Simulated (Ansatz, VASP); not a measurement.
# One calculation of Y, two programs

File INCAR:

```
SYSTEM = Y
ALGO = Normal
EDIFF = 1E-6
ENCUT = 520
GGA = CA
ISIF = 2
ISMEAR = -1
LASPH = .TRUE.
LCHARG = .TRUE.
LELF = .TRUE.
LREAL = .FALSE.
LVHAR = .TRUE.
LWAVE = .FALSE.
NBANDS = 18
NELM = 60
PREC = Accurate
SIGMA = 0.1
```

KPOINTS

```
k-points
0
G
  17 17 10
  0 0 0
```

File POSCAR:

```
Y
1.0
    3.5858447257      0.0000000000      0.0000000000
   -1.7929223628      3.1054326265      0.0000000000
    0.0000000000      0.0000000000      5.5975354735
Y
2
Direct
    0.3333333333      0.6666666667      0.2500000000
    0.6666666667      0.3333333333      0.7500000000
```

Input for Ansatz:

```yaml
crystal:
  lattice:
    - [3.5858447259, 0.0, 0.0]
    - [-1.7929223629, 3.1054326266, 0.0]
    - [0.0, 0.0, 5.5975354726]
  atoms:
    - { symbol: "Y", position: [0.3333333333, 0.6666666667, 0.25] }
    - { symbol: "Y", position: [0.6666666667, 0.3333333333, 0.75] }
hamiltonian:
  xc: lda
  pseudopotentials:
    kind: paw
    azcp:
      "Y": "pseudopotentials/Y.paw.azcp"
basis:
  ecutwfc: 420
  fft_grid_basis: typed
kpoints:
  mp_grid: { grid: [17, 17, 10], shift: [0, 0, 0] }
magnetization:
  spin_polarized: false
scf:
  occupations: { method: fermi_dirac, width: 0.1 }
output:
  stress: true
```

Alike in both runs: task single point; functional LDA; k mesh 17 × 17 × 10; occupations fermi-dirac, width 0.1 eV; no spin polarisation.

|  | VASP | Ansatz |
| --- | --- | --- |
| version | VASP 6.6.1 | Ansatz 0.2.0 |
| potentials or method | VASP PAW LDA potentials, release 64 (Y_sv), cutoff 520 eV | plane waves (420 eV) with PAW, scalar-relativistic |
| valence electrons in the cell | 22 | 22 |

Ansatz gave:

* pressure (GPa): -1.6

Problem. What did VASP give for the same quantities?

Solution. Pressure (GPa): -1.7.

Ansatz warns that its potentials were made for another functional, while VASP's fit it. LDA's correlation is that of Perdew and Zunger in VASP and of Perdew and Wang (1992) in Ansatz.
